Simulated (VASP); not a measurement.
# Pt (P6_3/mmc) in VASP: a series of runs, part 2 of 2

VASP 6.6.1. Earlier steps stand in the parts before.

## 5. Single point, r2SCAN (strain -0.0500 x Voigt [1, 1, 0, 0, 0, 0])

File POSCAR:

```
Pt
1.0
    2.6226323350      0.0000000000      0.0000000000
   -1.3113161675      2.2712662269      0.0000000000
    0.0000000000      0.0000000000      4.7921340000
Pt
2
Direct
    0.6666666667      0.3333333333      0.7500000000
    0.3333333333      0.6666666667      0.2500000000
```

File INCAR.step1:

```
SYSTEM = Pt
PREC = Accurate
ENCUT = 520
ISMEAR = 0
SIGMA = 0.15
LREAL = .False.
LASPH = .True.
NELM = 60
NBANDS = 17
GGA = PE
ALGO = Normal
EDIFF = 1E-4
LWAVE = .True.
LCHARG = .False.
```

File INCAR.step2:

```
SYSTEM = Pt
PREC = Accurate
ENCUT = 520
EDIFF = 1E-6
ISMEAR = 0
SIGMA = 0.15
LREAL = .False.
LASPH = .True.
NELM = 60
ALGO = Normal
ISIF = 2
LWAVE = .False.
LCHARG = .True.
METAGGA = R2SCAN
LMIXTAU = .True.
LELF = .True.
LVHAR = .True.
NBANDS = 17
ISTART = 1
```

File KPOINTS:

```
regular mesh
0
Gamma
  18 18 10
  0 0 0
```

Potentials or basis: VASP PAW PBE potentials, release 64 (Pt).

The run is started by

```
cat potpaw_PBE.64/Pt/POTCAR > POTCAR
cp INCAR.step1 INCAR
mpirun -np 1 vasp_std > vasp.out
cp INCAR.step2 INCAR
mpirun -np 1 vasp_std > vasp.out
```

OUTCAR:

```text
SYSTEM = Pt
   PREC = Accurate
   ENCUT = 520
   EDIFF = 1E-6
   ISMEAR = 0
   LREAL = .False.
   LASPH = .True.
   NELM = 60
   ISIF = 2
   METAGGA = R2SCAN
   ISTART = 1

 ion  position               nearest neighbor table
   1  0.667  0.333  0.750-   2 2.83   2 2.83   2 2.83   2 2.83   2 2.83   2 2.83
   2  0.333  0.667  0.250-   1 2.83   1 2.83   1 2.83   1 2.83   1 2.83   1 2.83

  LATTYP: Found a hexagonal cell.
 ALAT       =     2.6226323350
 C/A-ratio  =     1.8272229531

  Lattice vectors:

[... 670 lines left out ...]
------------------------ aborting loop because EDIFF is reached ----------------------------------------

  FORCE on cell =-STRESS in cart. coord.  units (eV):
  Direction    XX          YY          ZZ          XY          YZ          ZX
  --------------------------------------------------------------------------------------
  -------------------------------------------------------------------------------------
  Total        6.5581501      6.5581501      2.6010189      0.0000000      0.0000000      0.0000000
  in kB      368.0929739    368.0929739    145.9888472      0.0000000      0.0000000      0.0000000
  external PRESSURE =     294.0582650 kB  Pullay stress =       0.0000000 kB

 VOLUME and BASIS-vectors are now :
 -----------------------------------------------------------------------------
  energy-cutoff  :      520.00
  volume of cell :       28.55
      direct lattice vectors                 reciprocal lattice vectors
     2.622632335  0.000000000  0.000000000     0.381296298  0.220141520  0.000000000
    -1.311316168  2.271266227  0.000000000     0.000000000  0.440283040  0.000000000
     0.000000000  0.000000000  4.792134000     0.000000000  0.000000000  0.208675300

 POSITION                                       TOTAL-FORCE (eV/Angst)
 -----------------------------------------------------------------------------------
      1.31132      0.75709      3.59410         0.000000      0.000000      0.000000
     -0.00000      1.51418      1.19803        -0.000000     -0.000000      0.000000
 -----------------------------------------------------------------------------------
    total drift:                               -0.000000      0.000000     -0.000000

  FREE ENERGIE OF THE ION-ELECTRON SYSTEM (eV)
  ---------------------------------------------------
  free  energy   TOTEN  =      -102.6424757909 eV

  energy  without entropy=     -102.6168951963  energy(sigma->0) =     -102.62968549
```

OUTCAR.step1:

```text
SYSTEM = Pt
   PREC = Accurate
   ENCUT = 520
   ISMEAR = 0
   LREAL = .False.
   LASPH = .True.
[... 705 lines left out ...]
      1.31132      0.75709      3.59410        -0.000000     -0.000000      0.000000
     -0.00000      1.51418      1.19803         0.000000      0.000000      0.000000
 -----------------------------------------------------------------------------------
    total drift:                               -0.000000      0.000000     -0.000000

  FREE ENERGIE OF THE ION-ELECTRON SYSTEM (eV)
  ---------------------------------------------------
  free  energy   TOTEN  =       -11.7555672831 eV

  energy  without entropy=      -11.7268531850  energy(sigma->0) =      -11.74121023
```

OSZICAR.step1:

```text
N       E                     dE             d eps       ncg     rms          rms(c)
DAV:   1     0.104261554607E+03    0.10426E+03   -0.10641E+04  7564   0.115E+03
DAV:   2    -0.106110253948E+02   -0.11487E+03   -0.10945E+03  8084   0.251E+02
DAV:   3    -0.124887508471E+02   -0.18777E+01   -0.18575E+01  9394   0.320E+01
DAV:   4    -0.124981591169E+02   -0.94083E-02   -0.94060E-02  8901   0.233E+00
DAV:   5    -0.124982469578E+02   -0.87841E-04   -0.87840E-04  9474   0.234E-01    0.219E+01
DAV:   6    -0.118590539381E+02    0.63919E+00   -0.84289E-01  8011   0.837E+00    0.117E+01
DAV:   7    -0.117655158267E+02    0.93538E-01   -0.25318E-01  8903   0.459E+00    0.275E+00
DAV:   8    -0.117559247186E+02    0.95911E-02   -0.32356E-02  8357   0.153E+00    0.787E-01
DAV:   9    -0.117555564147E+02    0.36830E-03   -0.38904E-04  8761   0.170E-01    0.773E-02
DAV:  10    -0.117555672831E+02   -0.10868E-04   -0.99356E-06  4249   0.232E-02
   1 F= -.11755567E+02 E0= -.11741210E+02  d E =-.287141E-01
```

Wall time 3.2 min (1 thread of Intel Xeon Platinum 8488C (Sapphire Rapids), shared host); peak memory 0.21 GiB.

What came out:

```
Free energy            : -102.6425 eV
Pressure               : 29.4 GPa
Band gap on the k mesh : zero (bands 10 and 11 overlap by 1.77 eV)
```

Stress tensor (GPa, compression positive):
```
36.81  0.00  0.00
 0.00 36.81  0.00
 0.00  0.00 14.60
```

Levels at points of the mesh, in eV from the Fermi level:
| k point | band 8 | band 9 | band 10 | band 11 | band 12 | band 13 |
| --- | --- | --- | --- | --- | --- | --- |
| (0.00, 0.00, 0.00) | -1.83 | -1.83 | -1.37 | -0.24 | -0.24 | 4.94 |
| (0.50, 0.00, 0.00) | -0.19 | 0.71 | 0.89 | 2.76 | 4.51 | 8.36 |
| (0.00, 0.00, 0.50) | -4.13 | -0.87 | -0.87 | -0.87 | -0.87 | 12.14 |
| (0.50, 0.00, 0.50) | -1.05 | 0.81 | 0.81 | 1.86 | 1.86 | 7.99 |

Caveat: the cell differs from its parent crystal (strain -0.0500 x Voigt [1, 1, 0, 0, 0, 0]); the cell stands under pressure; the PAW data sets were made with another functional, which shifts forces and pressure a little; spin-orbit coupling is left out, which moves the levels of the heavy elements.

## 6. Single point, r2SCAN (strain +0.0250 x Voigt [1, 1, 0, 0, 0, 0])

File POSCAR:

```
Pt
1.0
    2.8296822562      0.0000000000      0.0000000000
   -1.4148411281      2.4505767185      0.0000000000
    0.0000000000      0.0000000000      4.7921340000
Pt
2
Direct
    0.6666666667      0.3333333333      0.7500000000
    0.3333333333      0.6666666667      0.2500000000
```

File INCAR.step1:

```
SYSTEM = Pt
PREC = Accurate ; ENCUT = 520
ISMEAR = 0 ; SIGMA = 0.15
LREAL = .FALSE. ; LASPH = .TRUE.
NELM = 80 ; NBANDS = 17
GGA = PE ; ALGO = Normal
EDIFF = 1E-4 ; LWAVE = .TRUE.
LCHARG = .FALSE.
```

File INCAR.step2:

```
SYSTEM = Pt
PREC = Accurate ; ENCUT = 520
EDIFF = 1E-6 ; ISMEAR = 0
SIGMA = 0.15 ; LREAL = .FALSE.
LASPH = .TRUE. ; NELM = 80
ALGO = Normal ; ISIF = 2
LWAVE = .FALSE. ; LCHARG = .FALSE.
METAGGA = R2SCAN ; LMIXTAU = .TRUE.
NBANDS = 17 ; ISTART = 1
```

File KPOINTS:

```
Automatic mesh
0
G
  18 18 10
  0 0 0
```

Potentials or basis: VASP PAW PBE potentials, release 64 (Pt).

The run is started by

```
cat potpaw_PBE.64/Pt/POTCAR > POTCAR
cp INCAR.step1 INCAR
mpirun -np 1 vasp_std > vasp.out
cp INCAR.step2 INCAR
mpirun -np 1 vasp_std > vasp.out
```

Run time: 3.1 min. Hardware: 1 thread of Intel Xeon Platinum 8488C (Sapphire Rapids), shared host; peak memory 0.24 GiB.

Results (log left out):

```
Free energy            : -102.7579 eV
Pressure               : -16.2 GPa
Band gap on the k mesh : zero (bands 10 and 11 overlap by 1.21 eV)
```

Stress tensor (GPa, compression positive):
```
-18.03   0.00   0.00
  0.00 -18.03   0.00
  0.00   0.00 -12.54
```

Levels at points of the mesh, in eV from the Fermi level:
```
           k point  band 7  band 8  band 9  band 10  band 11  band 12  band 13  band 14
(0.00, 0.00, 0.00)   -2.86   -1.91   -1.91    -0.27    -0.27    -0.12     4.92    16.01
(0.50, 0.00, 0.00)   -2.41    0.01    0.16     0.38     2.29     3.68     7.52     9.22
(0.00, 0.00, 0.50)   -3.27   -3.27   -0.83    -0.83    -0.83    -0.83    12.73    12.73
(0.50, 0.00, 0.50)   -0.71   -0.71    0.29     0.29     1.89     1.89     6.33     6.33
```

Caveat: the cell differs from its parent crystal (strain +0.0250 x Voigt [1, 1, 0, 0, 0, 0]); the cell stands under tension; the PAW data sets were made with another functional, which shifts forces and pressure a little; spin-orbit coupling is left out, which moves the levels of the heavy elements.

## 7. Summary

```csv
cell,gap on the mesh (eV),pressure (GPa)
"a = 3.037, b = 3.037, c = 4.792 Å, angles 90.0, 90.0, 120.0°, 2 atoms",none,-31.0
"a = 2.485, b = 2.485, c = 4.792 Å, angles 90.0, 90.0, 120.0°, 2 atoms",none,96.6
"a = 2.554, b = 2.554, c = 4.792 Å, angles 90.0, 90.0, 120.0°, 2 atoms",none,57.8
"a = 2.623, b = 2.623, c = 4.792 Å, angles 90.0, 90.0, 120.0°, 2 atoms",none,29.4
"a = 2.830, b = 2.830, c = 4.792 Å, angles 90.0, 90.0, 120.0°, 2 atoms",none,-16.2
```

Alike in all rows: task single point; level r2SCAN; potentials or basis VASP PAW PBE potentials, release 64 (Pt); no spin polarisation; k mesh 18 × 18 × 10; cutoff (eV) 520; smearing gaussian 0.15 eV.

Caveats: the PAW data sets were made with another functional, which shifts forces and pressure a little; spin-orbit coupling is left out, which moves the levels of the heavy elements; the cell stands under pressure (at least some runs); the cell stands under tension (at least some runs).

Absolute energies hang on the potentials; compare differences alone.
